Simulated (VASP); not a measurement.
# Sb (I4/mmm) in VASP: notebook, part 2 of 2

VASP 6.6.1. Earlier steps stand in the parts before.

**4. Single point, PBE (volume scaled by 0.975)**

INCAR

```
SYSTEM = Sb
  PREC = Accurate
  ENCUT = 520
  EDIFF = 1E-6
  ISMEAR = -1
  SIGMA = 0.05
  LREAL = .FALSE.
  LASPH = .TRUE.
  NELM = 80
  ALGO = Normal
  ISIF = 2
  LWAVE = .FALSE.
  LCHARG = .FALSE.
  GGA = PE
  NBANDS = 8
```

KPOINTS

```
regular mesh
0
G
  19 19 19
  0 0 0
```

POSCAR

```
Sb
1.0
   -1.4923523432      1.4923523432      2.4591586785
    1.4923523432     -1.4923523432      2.4591586785
    1.4923523432      1.4923523432     -2.4591586785
Sb
1
Direct
    0.0000000000      0.0000000000      0.0000000000
```

Potentials or basis: VASP PAW PBE potentials, release 64 (Sb).

The run is started by

```bash
cat potpaw_PBE.64/Sb/POTCAR > POTCAR
mpirun -np 1 vasp_std > vasp.out
```

OUTCAR:

```text
SYSTEM = Sb
   PREC = Accurate
   ENCUT = 520
   EDIFF = 1E-6
   ISMEAR = -1
   LREAL = .FALSE.
   LASPH = .TRUE.
   NELM = 80
   ISIF = 2
   GGA = PE

 ion  position               nearest neighbor table
   1  0.000  0.000  0.000-

  LATTYP: Found a body centered tetragonal cell.
 ALAT       =     2.9847046864
 C/A-ratio  =     1.6478405316

  Lattice vectors:

 A1 = (  -1.4923523432,   1.4923523432,   2.4591586785)
 A2 = (   1.4923523432,  -1.4923523432,   2.4591586785)
 A3 = (   1.4923523432,   1.4923523432,  -2.4591586785)

Analysis of symmetry for initial positions (statically):
=====================================================================
 Subroutine PRICEL returns:
 Original cell was already a primitive cell.

 Routine SETGRP: Setting up the symmetry group for a
 body centered tetragonal supercell.

 Subroutine GETGRP returns: Found 16 space group operations
 (whereof 16 operations were pure point group operations)
 out of a pool of 16 trial point group operations.

The static configuration has the point symmetry D_4h.

Analysis of symmetry for dynamics (positions and initial velocities):
=====================================================================
 Subroutine PRICEL returns:
 Original cell was already a primitive cell.

 Routine SETGRP: Setting up the symmetry group for a
 body centered tetragonal supercell.

 Subroutine GETGRP returns: Found 16 space group operations
 (whereof 16 operations were pure point group operations)
 out of a pool of 16 trial point group operations.

The dynamic configuration has the point symmetry D_4h.

 Subroutine INISYM returns: Found 16 space group operations
 (whereof 16 operations are pure point group operations),
 and found     1 'primitive' translations

----------------------------------------------------------------------------------------

                                     Primitive cell

  volume of cell :      21.9073

  direct lattice vectors                    reciprocal lattice vectors
    -1.492352343  1.492352343  2.459158679     0.000000000  0.335041522  0.203321569
     1.492352343 -1.492352343  2.459158679     0.335041522  0.000000000  0.203321569
     1.492352343  1.492352343 -2.459158679     0.335041522  0.335041522  0.000000000

  length of vectors
     3.240631488  3.240631488  3.240631488     0.391908767  0.391908767  0.473820264

  position of ions in fractional coordinates (direct lattice)
     0.000000000  0.000000000  0.000000000

  ion indices of the primitive-cell ions
   primitive index   ion index
                 1           1

----------------------------------------------------------------------------------------

 KPOINTS: regular mesh

Automatic generation of k-mesh.
 Grid dimensions read from file:
 generate k-points for:   19   19   19

 Generating k-lattice:

  Cartesian coordinates                     Fractional coordinates (reciprocal lattice)
     0.000000000  0.017633764  0.010701135     0.052631579  0.000000000 -0.000000000
     0.017633764  0.000000000  0.010701135     0.000000000  0.052631579 -0.000000000
     0.017633764  0.017633764  0.000000000     0.000000000  0.000000000  0.052631579

  Length of vectors
     0.020626777  0.020626777  0.024937909

  Shift w.r.t. Gamma in fractional coordinates (k-lattice)
     0.000000000  0.000000000  0.000000000

 Subroutine IBZKPT returns following result:
 ===========================================

 Found    550 irreducible k-points:

 Following reciprocal coordinates:
            Coordinates               Weight
  0.000000  0.000000  0.000000      1.000000
  0.052632  0.000000  0.000000      8.000000
  0.105263  0.000000  0.000000      8.000000
  0.157895  0.000000 -0.000000      8.000000
  0.210526  0.000000  0.000000      8.000000
  0.263158  0.000000 -0.000000      8.000000
[... 16 lines left out ...]
 -0.315789  0.052632  0.000000     16.000000
 -0.263158  0.052632  0.000000     16.000000
 [... further k-points ...]
   k-points           NKPTS =    550   k-points in BZ     NKDIM =    550   number of bands    NBANDS=      8
   number of dos      NEDOS =    301   number of ions     NIONS =      1
   total plane-waves  NPLWV =  13824
   dimension x,y,z NGX =    24 NGY =   24 NGZ =   24
   dimension x,y,z NGXF=    48 NGYF=   48 NGZF=   48
   ions per type =               1
   NGX,Y,Z   is equivalent  to a cutoff of  12.31, 12.31, 12.31 a.u.
   NGXF,Y,Z  is equivalent  to a cutoff of  24.62, 24.62, 24.62 a.u.
 SYSTEM =  Sb
   PREC   = accura    normal or accurate (medium, high low for compatibility)
   ISTART =      0    job   : 0-new  1-cont  2-samecut
   ICHARG =      2    charge: 1-file 2-atom 10-const
   ISPIN  =      1    spin polarized calculation?
   LNONCOLLINEAR =      F non collinear calculations
   LSORBIT =      F    spin-orbit coupling
   LASPH  =      T    aspherical Exc in radial PAW
   ENCUT  =  520.0 eV  38.22 Ry    6.18 a.u.   6.03  6.03  6.03*2*pi/ulx,y,z
   NELM   =     80;   NELMIN=  2; NELMDL= -5     # of ELM steps
   EDIFF  = 0.1E-05   stopping-criterion for ELM
   LREAL  =      F    real-space projection
   EDIFFG = 0.1E-04   stopping-criterion for IOM
   NSW    =      0    number of steps for IOM
   IBRION =     -1    ionic relax: 0-MD 1-quasi-New 2-CG
   NFREE  =      0    steps in history (QN), initial steepest desc. (CG)
   ISIF   =      2    stress and relaxation
   ISYM   =      2    0-nonsym 1-usesym 2-fastsym
   POTIM  = 0.5000    time-step for ionic-motion
   TEBEG  =    0.0;   TEEND  =   0.0 temperature during run
   PSTRESS=    0.0 pullay stress
   NELECT =       5.0000    total number of electrons
   NUPDOWN=      -1.0000    fix difference up-down
   EMIN   =  10.00;   EMAX   =-10.00  energy-range for DOS
   EFERMI =   0.00;   METHOD = LEGACY
   ISMEAR =    -1;   SIGMA  =   0.05  broadening in eV -4-tet -1-fermi 0-gaus
   EFERMI_NEDOS =   21; number of points for ismear=-14 and -15
   IALGO  =     38    algorithm
   IMIX   =      4    mixing-type and parameters
     AMIX     =   0.40;   BMIX     =  1.00
     AMIX_MAG =   1.60;   BMIX_MAG =  1.00
  volume/ion in A,a.u.               =      21.91       147.84
  Fermi-wavevector in a.u.,A,eV,Ry     =   1.000465  1.890604 13.618472  1.000929
  Thomas-Fermi vector in A             =   2.132823
   LORBIT       =      0    0 simple, 1 ext, 2 COOP (PROOUT), +10 PAW based schemes
   GGA     = PE    functional components
   LHFCALC =     F    Hartree Fock is set to
   AEXX    =    0.0000 exact exchange contribution
   IVDW    =     0    specifies the selected vdW correction
   LEPSILON=     F    determine dielectric tensor
   LRPA    =     F    only Hartree local field effects (RPA)
 non-spin polarized calculation
  energy-cutoff  :      520.00
  volume of cell :       21.91
 maximum number of plane-waves:       618
   NGX = 11   NGY = 11   NGZ = 11

 number of electron       5.0000000 magnetization

 Free energy of the ion-electron system (eV)
  ---------------------------------------------------
  ext. energy  EPLUGINS =         0.00000000
  ---------------------------------------------------
  free energy    TOTEN  =        -3.51380255 eV

  energy without entropy =       -3.50960561  energy(sigma->0) =       -3.51170408

 E-fermi :  11.5441     XC(G=0): -11.1558

 val. band max:       11.5413111457   @ k =  -0.3684  -0.3684   0.2105
 cond. band min:      11.5502541044   @ k =  -0.4211   0.4211   0.0526
 fundamental gap:      0.0089429587
 Fermi energy:        11.5440527049

 k-point     1 :       0.0000    0.0000    0.0000
  band No.  band energies     occupation
      1      -3.2679      2.00000
      2      18.2439      0.00000
      3      18.4796      0.00000
      4      18.4796      0.00000
      5      21.6947      0.00000
      6      21.9120      0.00000
      7      22.7238      0.00000
      8      22.7238      0.00000

 k-point     2 :       0.0526    0.0000    0.0000
  band No.  band energies     occupation
      1      -3.2011      2.00000
      2      17.6585      0.00000
      3      18.0979      0.00000
      4      18.4366      0.00000
      5      21.2713      0.00000
      6      22.0549      0.00000
      7      22.8546      0.00000
      8      22.9659      0.00000
[... 221 lines left out ...]
 k-point    23 :      -0.3158    0.0526    0.0000
  band No.  band energies     occupation
      1      -1.0212      2.00000
      2       9.0774      2.00000
      3      14.9747      0.00000
      4      17.6758      0.00000
      5      19.5891      0.00000
      6      21.6853      0.00000
      7      23.0808      0.00000
      8      24.8192      0.00000

 k-point    24 :      -0.2632    0.0526    0.0000
  band No.  band energies     occupation
      1      -1.7124      2.00000
      2      10.8695      2.00000
      3      15.4810      0.00000
      4      17.7783      0.00000
      5      19.9377      0.00000
      6      21.9110      0.00000
      7      23.4894      0.00000
      8      24.1487      0.00000

 [... further k-points ...]
[... 5 lines left out ...]
  --------------------------------------------------------------------------------------
  -------------------------------------------------------------------------------------
  Total        3.2636323      3.2636323      2.8707647      0.0000000      0.0000000      0.0000000
  in kB      238.6835651    238.6835651    209.9514560      0.0000000      0.0000000      0.0000000
  external PRESSURE =     229.1061954 kB  Pullay stress =       0.0000000 kB

 VOLUME and BASIS-vectors are now :
 -----------------------------------------------------------------------------
  energy-cutoff  :      520.00
  volume of cell :       21.91
      direct lattice vectors                 reciprocal lattice vectors
    -1.492352343  1.492352343  2.459158679     0.000000000  0.335041522  0.203321569
     1.492352343 -1.492352343  2.459158679     0.335041522  0.000000000  0.203321569
     1.492352343  1.492352343 -2.459158679     0.335041522  0.335041522  0.000000000

 POSITION                                       TOTAL-FORCE (eV/Angst)
 -----------------------------------------------------------------------------------
      0.00000      0.00000      0.00000        -0.000000      0.000000      0.000000
 -----------------------------------------------------------------------------------
    total drift:                                0.000000      0.000000      0.000000

  FREE ENERGIE OF THE ION-ELECTRON SYSTEM (eV)
  ---------------------------------------------------
  free  energy   TOTEN  =        -3.5138025464 eV

  energy  without entropy=       -3.5096056117  energy(sigma->0) =       -3.51170408
```

OSZICAR:

```text
N       E                     dE             d eps       ncg     rms          rms(c)
DAV:   1     0.563455683990E+01    0.56346E+01   -0.17582E+03  8992   0.419E+02
DAV:   2    -0.343249111182E+01   -0.90670E+01   -0.86404E+01 12296   0.550E+01
DAV:   3    -0.352143314281E+01   -0.88942E-01   -0.88498E-01 10808   0.608E+00
DAV:   4    -0.352166337659E+01   -0.23023E-03   -0.23023E-03 13400   0.367E-01
DAV:   5    -0.352166377151E+01   -0.39492E-06   -0.39561E-06 11440   0.950E-03    0.259E+00
DAV:   6    -0.351673847164E+01    0.49253E-02   -0.69527E-04 12568   0.152E-01    0.153E+00
DAV:   7    -0.351380839543E+01    0.29301E-02   -0.16615E-03 10456   0.230E-01    0.383E-02
DAV:   8    -0.351380235359E+01    0.60418E-05   -0.49794E-05 13064   0.500E-02    0.645E-03
DAV:   9    -0.351380254642E+01   -0.19283E-06   -0.81577E-07 10768   0.666E-03
   1 F= -.35138025E+01 E0= -.35117041E+01  d E =-.419693E-02
```

stdout:

```text
POSCAR found type information on POSCAR Sb
 POSCAR found :  1 types and       1 ions
 scaLAPACK will be used
 LDA part: xc-table for (Slater+PW92), standard interpolation
 POSCAR, INCAR and KPOINTS ok, starting setup
 FFT: planning ... GRIDC
 FFT: planning ... GRID_SOFT
 FFT: planning ... GRID
 WAVECAR not read
 entering main loop
```

Run time: 67 s. Hardware: 1 thread of Intel Xeon 8259CL, shared host; peak memory 0.22 GiB.

Results:

```
Free energy : -3.5138 eV
Pressure    : 22.9 GPa
```

Stress tensor (GPa, compression positive):
```
23.87  0.00  0.00
 0.00 23.87  0.00
 0.00  0.00 21.00
```

Levels at points of the mesh, in eV from the Fermi level:
```csv
k point,band 1,band 2,band 3,band 4,band 5
"(0.00, 0.00, 0.00)",-14.81,6.70,6.94,6.94,10.15
```

Caveat: spin-orbit coupling is left out, which moves the levels of the heavy elements.

**5. Summary**

| cell | gap on the mesh (eV) | pressure (GPa) |
| --- | --- | --- |
| a = 3.332 Å, angles 125.2, 125.2, 81.3°, 1 atom | none | 12.0 |
| a = 3.213 Å, angles 125.2, 125.2, 81.3°, 1 atom | none | 27.1 |
| a = 3.241 Å, angles 125.2, 125.2, 81.3°, 1 atom | none | 22.9 |

Alike in all rows: task single point; level PBE; potentials or basis VASP PAW PBE potentials, release 64 (Sb); no spin polarisation; k mesh 19 × 19 × 19; cutoff (eV) 520; smearing fermi-dirac 0.05 eV.

Caveats: spin-orbit coupling is left out, which moves the levels of the heavy elements.

Total energies depend on the potentials used, so only differences within one code and one set of settings carry meaning.
